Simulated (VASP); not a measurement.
Input of a VASP 6.6.1 run:

INCAR

```
SYSTEM = HfO2
PREC = Accurate
ENCUT = 600
EDIFF = 1E-6
ISMEAR = 0
SIGMA = 0.02
LREAL = .False.
LASPH = .True.
NELM = 120
ALGO = Normal
ISIF = 2
LWAVE = .False.
LCHARG = .False.
GGA = PE
IVDW = 12
NBANDS = 18
GGA_COMPAT = .False.
```

The input KPOINTS:

```
regular mesh
0
Gamma
  7 7 5
  0 0 0
```

File POSCAR:

```
HfO2
1.0
    3.2500000000      0.0000000000      0.0000000000
   -1.6250000000      2.8145825623      0.0000000000
    0.0000000000      0.0000000000      3.5750000000
Hf O
1 2
Direct
    0.0000000000      0.0000000000      0.0000000000
    0.3333333333      0.6666666667      0.5000000000
    0.6666666667      0.3333333333      0.5000000000
```

Potentials or basis: VASP PAW PBE potentials, release 64 (Hf_pv, O).

The run is started by

```bash
$ cat potpaw_PBE.64/Hf_pv/POTCAR potpaw_PBE.64/O/POTCAR > POTCAR
$ mpirun -np 1 vasp_std > vasp.out
```

(1) What does it give for the band gap on the k mesh?

(2) What does it give for the pressure?

Answers

(1) zero (band 11 reaches 8.61 eV, above the bottom of band 12 at 5.16 eV).

(2) 5.7 GPa.

Caveat: three body term missing; spin-orbit coupling is left out, which moves the levels of the heavy elements; pairwise dispersion overbinds metals, which lowers pressure and volume.
